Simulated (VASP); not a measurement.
# Ni: single point with PBEsol

Slab: Ni, a slab with vacuum.

```
Ni
1.0
     2.44830    0.00000    0.00000
    -1.22415    2.12029    0.00000
     0.00000    0.00000   23.99610
Ni
5
Cartesian
  0.6121 0.3534 8.0262
  0.6121 1.7669 9.9985
  1.8362 1.0601 11.9981
  0.6121 0.3534 13.9976
  0.6121 1.7669 15.9699
```

- Program: VASP 6.6.1
- Task: single point
- Functional: PBEsol
- Potentials or basis: VASP PAW PBE potentials, release 64 (Ni)
- Cutoff: 520 eV
- k mesh: 15 × 15 × 1
- Occupations: fermi-dirac, width 0.05 eV
- Spin: collinear spin, ferromagnetic start
- Starting moments: [1.0, 1.0, 1.0, 1.0, 1.0] μB

```yaml
Largest_force: 0.004 eV/Å
Net_moment: 3.32 μB per cell
Site_moments: Ni +0.68, +0.65 μB
Valence_electrons_inside_the_program's_atomic_spheres: Ni 9.26, 9.41, 9.40
```

Forces on the atoms (eV/Å):
```
Ni   0.000  0.000  0.000
Ni   0.000  0.000  0.004
Ni   0.000  0.000  0.000
Ni   0.000  0.000 -0.004
Ni   0.000  0.000  0.000
```

Levels at points of the mesh, in eV from the Fermi level:
Spin up:
| k point | band 23 | band 24 | band 25 | band 26 | band 27 | band 28 | band 29 | band 30 | band 31 | band 32 |
| --- | --- | --- | --- | --- | --- | --- | --- | --- | --- | --- |
| (0.00, 0.00, 0.00) | -1.31 | -1.06 | -1.06 | -0.74 | -0.74 | -0.62 | -0.62 | -0.50 | 0.14 | 4.88 |
Spin down:
| k point | band 20 | band 21 | band 22 | band 23 | band 24 | band 25 |
| --- | --- | --- | --- | --- | --- | --- |
| (0.00, 0.00, 0.00) | -0.70 | -0.70 | -0.61 | -0.61 | -0.36 | -0.36 |

Wall time 12 min on 1 thread of Intel Xeon 6975P-C, on a shared host, peak memory 0.38 GiB.

Caveat: the PAW data sets were made with another functional, which shifts forces and pressure a little.
